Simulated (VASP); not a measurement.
# CaSiH (P4/nmm) in VASP: density of states with PBE

Aim: the density of states of CaSiH with PBE.

Everything below comes from runs of VASP 6.6.1. Logs are shortened: lines on timing, memory, paths and dates and some standing lists are left out, and cuts for length are marked.

### Step 1. The cell of the first run

The structure is tetragonal, space group P4/nmm (No. 129). Conventional cell: a = 3.529 Å, b = 3.529 Å, c = 7.237 Å, α = 90.00°, β = 90.00°, γ = 90.00°. Within 2.7 Å of Ca (site symmetry 4mm) lie 4 H at 2.03 Å. H (site symmetry -4m2) has 4 Ca at 2.03 Å and 4 H at 2.50 Å within 2.7 Å. Si (site symmetry 4mm) has 5 Ca at 2.85 to 3.40 Å and 4 H at 2.97 Å and 8 Si at 3.50 to 3.53 Å within 3.8 Å.

### Step 2. Density of states, PBE

Input file POSCAR:

```
CaSiH
1.0
    3.5294680000      0.0000000000      0.0000000000
    0.0000000000      3.5294680000      0.0000000000
    0.0000000000      0.0000000000      7.2373300000
Ca H Si
2 2 2
Direct
    0.0000000000      0.5000000000      0.1400000000
    0.5000000000      0.0000000000      0.8600000000
    0.0000000000      0.0000000000      0.0000000000
    0.5000000000      0.5000000000      0.0000000000
    0.0000000000      0.5000000000      0.6700000000
    0.5000000000      0.0000000000      0.3300000000
```

Input file INCAR.step1:

```
SYSTEM = CaSiH
PREC     = Accurate       ! precision mode
ENCUT    = 520            ! plane-wave cutoff, eV
EDIFF    = 1E-6           ! SCF threshold, eV
ISMEAR   = -1             ! smearing method
SIGMA    = 0.1            ! smearing width, eV
LREAL    = .FALSE.        ! projectors in reciprocal space
LASPH    = .TRUE.         ! aspherical terms in the spheres
NELM     = 80             ! most SCF steps
ALGO     = Normal         ! electronic algorithm
ISIF     = 2              ! what is computed and relaxed
LWAVE    = .FALSE.        ! write WAVECAR
LCHARG   = .TRUE.         ! write CHGCAR
GGA      = PE             ! functional
NBANDS   = 24             ! bands
```

Input file KPOINTS.step1:

```
regular mesh
0
G
  10 10 5
  0 0 0
```

Input file INCAR.step2:

```
SYSTEM = CaSiH
PREC     = Accurate       ! precision mode
ENCUT    = 520            ! plane-wave cutoff, eV
EDIFF    = 1E-6           ! SCF threshold, eV
ISMEAR   = -5             ! smearing method
SIGMA    = 0.1            ! smearing width, eV
LREAL    = .FALSE.        ! projectors in reciprocal space
LASPH    = .TRUE.         ! aspherical terms in the spheres
NELM     = 80             ! most SCF steps
ALGO     = Normal         ! electronic algorithm
ISIF     = 2              ! what is computed and relaxed
LWAVE    = .FALSE.        ! write WAVECAR
LCHARG   = .FALSE.        ! write CHGCAR
GGA      = PE             ! functional
LORBIT   = 11             ! projections on sites
NBANDS   = 24             ! bands
NEDOS    = 2001           ! points of the DOS
ICHARG   = 11             ! starting density
```

Input file KPOINTS.step2:

```
regular mesh
0
G
  15 15 8
  0 0 0
```

Potentials or basis: VASP PAW PBE potentials, release 64 (Ca_sv, H, Si).

Run with:

```bash
$ cat potpaw_PBE.64/Ca_sv/POTCAR potpaw_PBE.64/H/POTCAR potpaw_PBE.64/Si/POTCAR > POTCAR
$ cp INCAR.step1 INCAR
$ cp KPOINTS.step1 KPOINTS
$ mpirun -np 1 vasp_std > vasp.out
$ cp INCAR.step2 INCAR
$ cp KPOINTS.step2 KPOINTS
$ mpirun -np 1 vasp_std > vasp.out
```

OUTCAR:

```text
SYSTEM = CaSiH
   PREC = Accurate
   ENCUT = 520
   EDIFF = 1E-6
   ISMEAR = -5
   LREAL = .FALSE.
   LASPH = .TRUE.
   NELM = 80
   ISIF = 2
   GGA = PE
   LORBIT = 11
   ICHARG = 11

 ion  position               nearest neighbor table
   1  0.000  0.500  0.140-   6 2.85   6 2.85   6 2.85   6 2.85
   2  0.500  0.000  0.860-   5 2.85   5 2.85   5 2.85   5 2.85
   3  0.000  0.000  0.000-
   4  0.500  0.500  0.000-
   5  0.000  0.500  0.670-   2 2.85   2 2.85   2 2.85   2 2.85
   6  0.500  0.000  0.330-   1 2.85   1 2.85   1 2.85   1 2.85

  LATTYP: Found a simple tetragonal cell.
 ALAT       =     3.5294680000
 C/A-ratio  =     2.0505441613

  Lattice vectors:

 A1 = (   3.5294680000,   0.0000000000,   0.0000000000)
 A2 = (   0.0000000000,   3.5294680000,   0.0000000000)
 A3 = (   0.0000000000,   0.0000000000,   7.2373300000)

Analysis of symmetry for initial positions (statically):
=====================================================================
 Subroutine PRICEL returns:
 Original cell was already a primitive cell.

 Routine SETGRP: Setting up the symmetry group for a
 simple tetragonal supercell.

 Subroutine GETGRP returns: Found 16 space group operations
 (whereof  8 operations were pure point group operations)
 out of a pool of 16 trial point group operations.

The static configuration has the point symmetry D_2d.
 The point group associated with its full space group is D_4h.

Analysis of symmetry for dynamics (positions and initial velocities):
=====================================================================
 Subroutine PRICEL returns:
 Original cell was already a primitive cell.

 Routine SETGRP: Setting up the symmetry group for a
 simple tetragonal supercell.

 Subroutine GETGRP returns: Found 16 space group operations
 (whereof  8 operations were pure point group operations)
 out of a pool of 16 trial point group operations.

The dynamic configuration has the point symmetry D_2d.
 The point group associated with its full space group is D_4h.

 Subroutine INISYM returns: Found 16 space group operations
 (whereof  8 operations are pure point group operations),
 and found     1 'primitive' translations

----------------------------------------------------------------------------------------

                                     Primitive cell

[... 111 lines left out ...]
   NELECT =      30.0000    total number of electrons
   NUPDOWN=      -1.0000    fix difference up-down
   EMIN   =  10.00;   EMAX   =-10.00  energy-range for DOS
   EFERMI =   0.00;   METHOD = LEGACY
   ISMEAR =    -5;   SIGMA  =   0.10  broadening in eV -4-tet -1-fermi 0-gaus
   EFERMI_NEDOS =   21; number of points for ismear=-14 and -15
   IALGO  =     38    algorithm
   IMIX   =      4    mixing-type and parameters
     AMIX     =   0.40;   BMIX     =  1.00
     AMIX_MAG =   1.60;   BMIX_MAG =  1.00
  volume/ion in A,a.u.               =      15.03       101.40
  Fermi-wavevector in a.u.,A,eV,Ry     =   1.134444  2.143788 17.510189  1.286963
  Thomas-Fermi vector in A             =   2.271148
   LORBIT       =     11    0 simple, 1 ext, 2 COOP (PROOUT), +10 PAW based schemes
   GGA     = PE    functional components
   LHFCALC =     F    Hartree Fock is set to
   AEXX    =    0.0000 exact exchange contribution
   IVDW    =     0    specifies the selected vdW correction
   LEPSILON=     F    determine dielectric tensor
   LRPA    =     F    only Hartree local field effects (RPA)
 non-spin polarized calculation
 Fermi weights with tetrahedron method with Bloechl corrections
  energy-cutoff  :      520.00
  volume of cell :       90.16
 maximum number of plane-waves:      2463
 NGX is ok and might be reduce to    28

 number of electron      29.9999997 magnetization

 Free energy of the ion-electron system (eV)
  ---------------------------------------------------
  ext. energy  EPLUGINS =         0.00000000
  ---------------------------------------------------
  free energy    TOTEN  =       -19.53611366 eV

  energy without entropy =      -19.53611366  energy(sigma->0) =      -19.53611366

 E-fermi :   4.6970     XC(G=0):  -9.9371

 val. band max:        4.8084422182   @ k =   0.1333   0.1333   0.0000
 cond. band min:       4.6690025037   @ k =   0.1333   0.0000   0.0000
 fundamental gap:     -0.1394397146
 Fermi energy:         4.6970344907

 k-point     1 :       0.0000    0.0000    0.0000
  band No.  band energies     occupation
      1     -34.7506      2.00000
      2     -34.6202      2.00000
      3     -16.1209      2.00000
      4     -15.8558      2.00000
      5     -15.8558      2.00000
      6     -15.7074      2.00000
[... 637 lines left out ...]
     23      10.3534      0.00000
     24      10.6301      0.00000

 [... further k-points ...]

------------------------ aborting loop because EDIFF is reached ----------------------------------------

  FORCE on cell =-STRESS in cart. coord.  units (eV):
  Direction    XX          YY          ZZ          XY          YZ          ZX
  --------------------------------------------------------------------------------------
  -------------------------------------------------------------------------------------
  Total        8.5922179      8.5922179      5.5424331      0.0000000      0.0000000      0.0000000
  in kB      152.6929520    152.6929520     98.4949961      0.0000000      0.0000000      0.0000000
  external PRESSURE =     134.6269667 kB  Pullay stress =       0.0000000 kB

 VOLUME and BASIS-vectors are now :
 -----------------------------------------------------------------------------
  energy-cutoff  :      520.00
  volume of cell :       90.16
      direct lattice vectors                 reciprocal lattice vectors
     3.529468000  0.000000000  0.000000000     0.283328819  0.000000000  0.000000000
     0.000000000  3.529468000  0.000000000     0.000000000  0.283328819  0.000000000
     0.000000000  0.000000000  7.237330000     0.000000000  0.000000000  0.138172503

 POSITION                                       TOTAL-FORCE (eV/Angst)
 -----------------------------------------------------------------------------------
      0.00000      1.76473      1.01323         0.000000     -0.000000      1.212217
      1.76473      0.00000      6.22410         0.000000     -0.000000     -1.212217
      0.00000      0.00000      0.00000         0.000000     -0.000000      0.000000
      1.76473      1.76473      0.00000         0.000000      0.000000      0.000000
      0.00000      1.76473      4.84901         0.000000     -0.000000     -2.436694
      1.76473      0.00000      2.38832         0.000000     -0.000000      2.436694
 -----------------------------------------------------------------------------------
    total drift:                                0.000000     -0.000000      0.000000

  FREE ENERGIE OF THE ION-ELECTRON SYSTEM (eV)
  ---------------------------------------------------
  free  energy   TOTEN  =       -19.5361136581 eV

  energy  without entropy=      -19.5361136581  energy(sigma->0) =      -19.53611366

 total charge

# of ion       s       p       d       tot
------------------------------------------
    1        2.065   5.892   0.434   8.390
    2        2.065   5.892   0.434   8.390
    3        0.602   0.006   0.000   0.608
    4        0.602   0.006   0.000   0.608
    5        0.877   0.683   0.000   1.561
    6        0.877   0.683   0.000   1.561
--------------------------------------------------
tot          7.088  13.162   0.868  21.118
```

OUTCAR.step1:

```text
SYSTEM = CaSiH
   PREC = Accurate
   ENCUT = 520
   EDIFF = 1E-6
   ISMEAR = -1
   LREAL = .FALSE.
[... 888 lines left out ...]
      1.76473      1.76473      0.00000        -0.000000     -0.000000     -0.000000
      0.00000      1.76473      4.84901        -0.000000     -0.000000     -2.443796
      1.76473      0.00000      2.38832         0.000000     -0.000000      2.443796
 -----------------------------------------------------------------------------------
    total drift:                                0.000000      0.000000      0.000000

  FREE ENERGIE OF THE ION-ELECTRON SYSTEM (eV)
  ---------------------------------------------------
  free  energy   TOTEN  =       -19.5861997130 eV

  energy  without entropy=      -19.4792683865  energy(sigma->0) =      -19.53273405
```

OSZICAR.step1:

```text
N       E                     dE             d eps       ncg     rms          rms(c)
DAV:   1     0.215997505188E+03    0.21600E+03   -0.13757E+04  3024   0.115E+03
DAV:   2    -0.902242151657E+01   -0.22502E+03   -0.21871E+03  3360   0.322E+02
DAV:   3    -0.221675135955E+02   -0.13145E+02   -0.12861E+02  5736   0.610E+01
DAV:   4    -0.226074049244E+02   -0.43989E+00   -0.43874E+00  3920   0.108E+01
DAV:   5    -0.226278156819E+02   -0.20411E-01   -0.20409E-01  4936   0.164E+00    0.758E+00
DAV:   6    -0.197551679084E+02    0.28726E+01   -0.48389E+00  3712   0.121E+01    0.395E+00
DAV:   7    -0.196083628328E+02    0.14681E+00   -0.12949E+00  3896   0.489E+00    0.163E+00
DAV:   8    -0.195858676537E+02    0.22495E-01   -0.11772E-01  4544   0.210E+00    0.461E-01
DAV:   9    -0.195859471484E+02   -0.79495E-04   -0.10032E-02  4192   0.603E-01    0.148E-01
DAV:  10    -0.195861654573E+02   -0.21831E-03   -0.10669E-03  4032   0.229E-01    0.324E-02
DAV:  11    -0.195861949253E+02   -0.29468E-04   -0.59043E-05  4072   0.521E-02    0.166E-02
DAV:  12    -0.195861992867E+02   -0.43614E-05   -0.15187E-05  4544   0.272E-02    0.295E-03
DAV:  13    -0.195861997130E+02   -0.42631E-06   -0.10258E-06  2952   0.914E-03
   1 F= -.19586200E+02 E0= -.19532734E+02  d E =-.106931E+00
```

Wall time 7.6 min (1 thread of Oxide Virtual Turin-like, shared host); peak memory 0.42 GiB.

What came out:

```yaml
Valence_electrons_inside_the_program's_atomic_spheres: Ca 8.39; H 0.61; Si 1.56
```

Caveat: tetrahedron occupations give inexact forces and stress in metals.
